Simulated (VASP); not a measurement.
## Sb: single point with r2SCAN

Sb:

```
CELL_PARAMETERS angstrom
3.23223 0.00000 0.00000
-1.61611 2.79919 0.00000
0.00000 0.00000 4.87397
ATOMIC_POSITIONS crystal
Sb 0.33333 0.66667 0.25000
Sb 0.66667 0.33333 0.75000
```

| Quantity | Value |
| --- | --- |
| Program | VASP 6.6.1 |
| Task | single point |
| Functional | r2SCAN |
| Potentials or basis | VASP PAW PBE potentials, release 64 (Sb) |
| Cutoff | 520 eV |
| k mesh | 7 × 7 × 4 |
| Occupations | gaussian, width 0.1 eV |
| Spin | no spin polarisation |
| Dipole correction | no |
| Further INCAR settings | ALGO = Normal; EDIFF = 1e-06; NBANDS = 12 |

* Pressure: 20.1 GPa
* Band gap on the k mesh: zero (band 5 reaches 16.34 eV, above the bottom of band 6 at 7.73 eV)

Stress tensor (GPa, compression positive):
```
20.07  0.00  0.00
 0.00 20.07  0.00
 0.00  0.00 20.20
```

Levels at points of the mesh, in eV from the Fermi level:
| k point | band 1 | band 2 | band 3 | band 4 | band 5 | band 6 | band 7 | band 8 | band 9 | band 10 |
| --- | --- | --- | --- | --- | --- | --- | --- | --- | --- | --- |
| (0.00, 0.00, 0.00) | -15.32 | -8.94 | -7.27 | 3.78 | 3.78 | 6.27 | 6.27 | 8.22 | 9.10 | 9.44 |
| (0.00, 0.00, 0.50) | -13.55 | -13.55 | 0.72 | 0.72 | 5.11 | 5.11 | 5.11 | 5.11 | 9.23 | 9.23 |

Run time: 30 s on 1 thread of Intel(R) Xeon(R) Platinum 8259CL CPU @ 2.50GHz (Skylake/Cascade Lake), with other jobs on the host, peak memory 0.16 GiB.

Caveat: the PAW data sets were made with another functional, which shifts forces and pressure a little; spin-orbit coupling is left out, which moves the levels of the heavy elements.
